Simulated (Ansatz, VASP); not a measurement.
## C in VASP and in Ansatz

INCAR

```
SYSTEM = C
PREC = Accurate
ENCUT = 600
EDIFF = 1E-7
ISMEAR = 0
SIGMA = 0.02
LREAL = .False.
LASPH = .True.
NELM = 100
ALGO = Normal
ISIF = 3
LWAVE = .False.
LCHARG = .False.
GGA = PE
IBRION = 2
NSW = 100
EDIFFG = -0.01
```

KPOINTS

```
Automatic mesh
0
Gamma
  6 6 8
  0 0 0
```

POSCAR

```
C
1.0
    3.5715599029      0.0000000000      0.0000000000
   -1.7857799515      3.0930616071      0.0000000000
    0.0000000000      0.0000000000      3.3769583018
C
6
Direct
    0.2325951568      0.4651903135      0.2500000000
    0.5348096865      0.7674048432      0.5833333333
    0.2325951568      0.7674048432      0.9166666667
    0.7674048432      0.5348096865      0.7500000000
    0.4651903135      0.2325951568      0.0833333333
    0.7674048432      0.2325951568      0.4166666667
```

Input for Ansatz:

```yaml
crystal:
  lattice:
    - [3.5715599029, 0.0, 0.0]
    - [-1.7857799515, 3.0930616071, 0.0]
    - [0.0, 0.0, 3.3769583018]
  atoms:
    - { symbol: C, position: [0.2325951568, 0.4651903135, 0.25] }
    - { symbol: C, position: [0.5348096865, 0.7674048432, 0.5833333333] }
    - { symbol: C, position: [0.2325951568, 0.7674048432, 0.9166666667] }
    - { symbol: C, position: [0.7674048432, 0.5348096865, 0.75] }
    - { symbol: C, position: [0.4651903135, 0.2325951568, 0.0833333333] }
    - { symbol: C, position: [0.7674048432, 0.2325951568, 0.4166666667] }
basis:
  ecutwfc: 420
kpoints:
  mp_grid: { grid: [6, 6, 8] }
hamiltonian:
  xc: pbe
scf:
  occupations: { method: gaussian, width: 0.02 }
output:
  forces: true
  stress: true
  eigenvalues: true
relax:
  adjacent_minimum: "off"
  f_tol: 0.01
  max_steps: 80
  cell: { stress_tol: 0.05 }
```

Alike in both runs: task relaxation of cell and atoms; functional PBE; k mesh 6 × 6 × 8; occupations gaussian, width 0.02 eV; no spin polarisation.

```csv
,VASP,Ansatz
version,VASP 6.6.1,Ansatz 0.2.0
potentials or method,"VASP PAW PBE potentials, release 64 (C), cutoff 600 eV","scalar-relativistic, plane waves, PAW"
valence electrons in the cell,24,24
```

VASP gave:

- gap on the k mesh at the Fermi level, each at its own relaxed structure (eV): 4.28
- relaxed volume (Å³/atom): 6.22
- relaxed cell length with the largest relative difference (Å): 3.377

Q: Which values does Ansatz return?

A: gap on the k mesh at the Fermi level, each at its own relaxed structure (eV): 4.30; relaxed volume (Å³/atom): 6.22; relaxed cell length with the largest relative difference (Å): 3.377.
